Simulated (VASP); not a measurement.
# Na2S (Fm-3m) in VASP: a series of runs, part 2 of 3

VASP 6.6.1. The steps go on from the part before.

## (3) Vibrations by perturbation theory, PBEsol

This run uses another cell than the first one, of 21.55 Å³/atom.

INCAR reads:

```
SYSTEM = Na2S
  ALGO = Normal
  EDIFF = 1E-8
  ENCUT = 500
  GGA = PS
  GGA_COMPAT = .False.
  IBRION = 8
  ISIF = 2
  ISMEAR = 0
  LASPH = .True.
  LCHARG = .False.
  LREAL = .False.
  LWAVE = .False.
  NBANDS = 17
  NELM = 120
  NSW = 1
  PREC = Accurate
  SIGMA = 0.01
```

KPOINTS reads:

```
k-points
0
Gamma
  6 6 6
  0 0 0
```

POSCAR reads:

```
Na2S
1.0
    3.1856633682      3.1856633682      0.0000000000
   -3.1856633682      3.1856633682      0.0000000000
    0.0000000000      3.1856633682      3.1856633682
Na S
2 1
Direct
    0.2500000000      0.7500000000      0.5000000000
    0.7500000000      0.2500000000      0.5000000000
    0.0000000000      0.0000000000      0.0000000000
```

Potentials or basis: VASP PAW PBE potentials, release 64 (Na_pv, S).

The run is started by

```
$ cat potpaw_PBE.64/Na_pv/POTCAR potpaw_PBE.64/S/POTCAR > POTCAR
$ mpirun -np 1 vasp_std > vasp.out
```

OUTCAR:

```text
SYSTEM = Na2S
   EDIFF = 1E-8
   ENCUT = 500
   GGA = PS
   IBRION = 8
   ISIF = 2
   ISMEAR = 0
   LASPH = .True.
   LREAL = .False.
   NELM = 120
   NSW = 1
   PREC = Accurate

 ion  position               nearest neighbor table
   1  0.250  0.750  0.500-   3 2.76   3 2.76   3 2.76   3 2.76
   2  0.750  0.250  0.500-   3 2.76   3 2.76   3 2.76   3 2.76
   3  0.000  0.000  0.000-   2 2.76   1 2.76   1 2.76   2 2.76   1 2.76   2 2.76   2 2.76   1 2.76

  LATTYP: Found a face centered cubic cell.
 ALAT       =     6.3713267364

  Lattice vectors:

 A1 = (   0.0000000000,   3.1856633682,   3.1856633682)
 A2 = (   3.1856633682,   0.0000000000,   3.1856633682)
 A3 = (   3.1856633682,   3.1856633682,   0.0000000000)

Analysis of symmetry for initial positions (statically):
=====================================================================
 Subroutine PRICEL returns:
 Original cell was already a primitive cell.

 Routine SETGRP: Setting up the symmetry group for a
 face centered cubic supercell.

 Subroutine GETGRP returns: Found 48 space group operations
 (whereof 48 operations were pure point group operations)
 out of a pool of 48 trial point group operations.

The static configuration has the point symmetry O_h .

Analysis of symmetry for dynamics (positions and initial velocities):
=====================================================================
 Subroutine PRICEL returns:
 Original cell was already a primitive cell.

 Routine SETGRP: Setting up the symmetry group for a
 face centered cubic supercell.

 Subroutine GETGRP returns: Found 48 space group operations
 (whereof 48 operations were pure point group operations)
 out of a pool of 48 trial point group operations.

The dynamic configuration has the point symmetry O_h .

 Subroutine INISYM returns: Found 48 space group operations
 (whereof 48 operations are pure point group operations),
 and found     1 'primitive' translations

----------------------------------------------------------------------------------------

                                     Primitive cell

  volume of cell :      64.6591

  direct lattice vectors                    reciprocal lattice vectors
     3.185663368  3.185663368  0.000000000     0.156953181  0.156953181 -0.156953181
    -3.185663368  3.185663368  0.000000000    -0.156953181  0.156953181 -0.156953181
     0.000000000  3.185663368  3.185663368     0.000000000  0.000000000  0.313906362

[... 132 lines left out ...]
 Fermi energy:         0.5419703669

 k-point     1 :       0.0000    0.0000    0.0000
  band No.  band energies     occupation
      1     -21.4491      2.00000
      2     -21.4491      2.00000
      3     -21.4491      2.00000
      4     -21.3784      2.00000
      5     -21.3784      2.00000
      6     -21.3784      2.00000
[... 297 lines left out ...]
      4     -21.3928      2.00000
      5     -21.3665      2.00000
      6     -21.3620      2.00000
[... 9 lines left out ...]
     16      12.0023      0.00000
     17      12.8910      0.00000

------------------------ aborting loop because EDIFF is reached ----------------------------------------

  FORCE on cell =-STRESS in cart. coord.  units (eV):
  Direction    XX          YY          ZZ          XY          YZ          ZX
  --------------------------------------------------------------------------------------
  -------------------------------------------------------------------------------------
  Total        0.8494895      0.8494895      0.8494895      0.0000000      0.0000000      0.0000000
  in kB       21.0493623     21.0493623     21.0493623      0.0000000      0.0000000      0.0000000
  external PRESSURE =      21.0493623 kB  Pullay stress =       0.0000000 kB

 VOLUME and BASIS-vectors are now :
 -----------------------------------------------------------------------------
  energy-cutoff  :      500.00
  volume of cell :       64.66
      direct lattice vectors                 reciprocal lattice vectors
     3.185663368  3.185663368  0.000000000     0.156953181  0.156953181 -0.156953181
    -3.185663368  3.185663368  0.000000000    -0.156953181  0.156953181 -0.156953181
     0.000000000  3.185663368  3.185663368     0.000000000  0.000000000  0.313906362

 POSITION                                       TOTAL-FORCE (eV/Angst)
 -----------------------------------------------------------------------------------
     -1.59283      4.77850      1.59283         0.000000     -0.000000     -0.000000
      1.59283      4.77850      1.59283        -0.000000      0.000000      0.000000
      0.00000      0.00000      0.00000         0.000000      0.000000      0.000000
 -----------------------------------------------------------------------------------
    total drift:                                0.000000      0.000000      0.000000

  FREE ENERGIE OF THE ION-ELECTRON SYSTEM (eV)
  ---------------------------------------------------
  free  energy   TOTEN  =       -10.3478998774 eV

  energy  without entropy=      -10.3478998774  energy(sigma->0) =      -10.34789988

[... ionic steps 2 to 9 ...]

--------------------------------------- Ionic step       10  -------------------------------------------

 Free energy of the ion-electron system (eV)
  ---------------------------------------------------
  ---------------------------------------------------
  free energy    TOTEN  =        -0.11180246 eV

  energy without entropy =       -0.11180246

------------------------ aborting loop because EDIFF is reached ----------------------------------------

 INTERNAL STRAIN TENSOR  FOR ION    3  DIRECTION 1   (eV/Angst):
 -----------------------------------------------------------------------------
     0.00612 -0.00000 -0.00000
    -0.00000 -0.00494 -0.00000
    -0.00000 -0.00000 -0.00494

 INTERNAL STRAIN TENSOR FOR ION    3 for displacements in x,y,z  (eV/Angst):
          X           Y           Z          XY          YZ          ZX
  --------------------------------------------------------------------------------
  x     0.00000     0.00000     0.00000     0.00000     0.00000     0.00000
  y     0.00000     0.00000     0.00000     0.00000     0.00000     0.00000
  z     0.00000     0.00000     0.00000     0.00000     0.00000     0.00000

 SECOND DERIVATIVES (NOT SYMMETRIZED)
 ------------------------------------
               1X          1Y          1Z          2X          2Y          2Z          3X          3Y          3Z
  1X    -2.708679    0.000000    0.000000    0.843732    0.000000    0.000000    1.864947    0.000000    0.000000
  1Y     0.000000   -2.708679    0.000000    0.000000    0.843732    0.000000    0.000000    1.864947    0.000000
  1Z     0.000000    0.000000   -2.708679    0.000000    0.000000    0.843732    0.000000    0.000000    1.864947
  2X     0.843732    0.000000    0.000000   -2.708679    0.000000    0.000000    1.864947    0.000000    0.000000
  2Y     0.000000    0.843732    0.000000    0.000000   -2.708679    0.000000    0.000000    1.864947    0.000000
  2Z     0.000000    0.000000    0.843732    0.000000    0.000000   -2.708679    0.000000    0.000000    1.864947
  3X     1.868226   -0.000000   -0.000000    1.868226    0.000000    0.000000   -3.736452   -0.000000    0.000000
  3Y    -0.000000    1.868226   -0.000000   -0.000000    1.868226    0.000000    0.000000   -3.736452   -0.000000
  3Z     0.000000    0.000000    1.868226   -0.000000   -0.000000    1.868226   -0.000000   -0.000000   -3.736452

 Eigenvectors and eigenvalues of the dynamical matrix
 ----------------------------------------------------

   1 f  =    6.950120 THz    43.668889 2PiTHz  231.831034 cm-1    28.743372 meV
             X         Y         Z           dx          dy          dz
     -1.592832  4.778495  1.592832    -0.003949    0.452992   -0.000000
      1.592832  4.778495  1.592832    -0.003949    0.452992    0.000000
      0.000000  0.000000  0.000000     0.006694   -0.767802    0.000000
[... 43 lines left out ...]
   9 f/i=    0.003003 THz     0.018868 2PiTHz    0.100167 cm-1     0.012419 meV
             X         Y         Z           dx          dy          dz
     -1.592832  4.778495  1.592832    -0.383916   -0.383916   -0.000000
      1.592832  4.778495  1.592832    -0.383916   -0.383916    0.000000
      0.000000  0.000000  0.000000    -0.453009   -0.453009    0.000000

--------------------------------------------------------------------------------------------------------

 ELASTIC MODULI CONTR FROM IONIC RELAXATION (kBar)
 Direction    XX          YY          ZZ          XY          YZ          ZX
 --------------------------------------------------------------------------------
 XX          -0.0000     -0.0000     -0.0000     -0.0000     -0.0000     -0.0000
 YY          -0.0000     -0.0000     -0.0000     -0.0000     -0.0000     -0.0000
 ZZ          -0.0000     -0.0000     -0.0000     -0.0000     -0.0000     -0.0000
 XY          -0.0000     -0.0000     -0.0000    -68.0856     -0.0000      0.0000
 YZ          -0.0000     -0.0000     -0.0000     -0.0000    -68.0856     -0.0000
 ZX          -0.0000     -0.0000     -0.0000      0.0000     -0.0000    -68.0856
 --------------------------------------------------------------------------------
```

OSZICAR:

```text
N       E                     dE             d eps       ncg     rms          rms(c)
DAV:   1     0.149508532057E+03    0.14951E+03   -0.10180E+04   544   0.123E+03
DAV:   2     0.102917011766E+00   -0.14941E+03   -0.14464E+03   585   0.327E+02
DAV:   3    -0.109237880038E+02   -0.11027E+02   -0.10969E+02   700   0.879E+01
[... 47 lines left out ...]
RMM:  11    -0.111802477995E+00   -0.50709E-07    0.17591E-06  2131   0.345E-04    0.113E-05
RMM:  12    -0.111802473751E+00    0.42442E-08    0.25495E-06  2163   0.330E-04    0.664E-06
RMM:  13    -0.111802459093E+00    0.14658E-07    0.22754E-06  1856   0.326E-04    0.185E-06
RMM:  14    -0.111802462403E+00   -0.33100E-08    0.23217E-06  1585   0.324E-04    0.120E-06
RMM:  15    -0.111802463389E+00   -0.98583E-09    0.22816E-06  1640   0.324E-04    0.517E-07
RMM:  16    -0.111802462415E+00    0.97378E-09    0.23245E-06  1465   0.324E-04    0.527E-08
 Linear response finished
```

It took 1.8 min on 1 thread of Intel Xeon Platinum 8559C (Emerald Rapids), shared host; peak memory 0.29 GiB.

What came out:

```yaml
Highest_phonon_frequency_at_Γ_LO-TO_splitting_left_out: 232 cm⁻¹
```

Phonon frequencies in cm⁻¹ (negative: imaginary):
```csv
q point,frequencies
"(0.000, 0.000, 0.000)",0 0 0 205 205 205 232 232 232
```

Caveat: the cell stands under pressure or tension, which shifts response properties; the PAW data sets were made with another functional, which shifts forces and pressure a little.

(Part 2 of 3 ends here.)
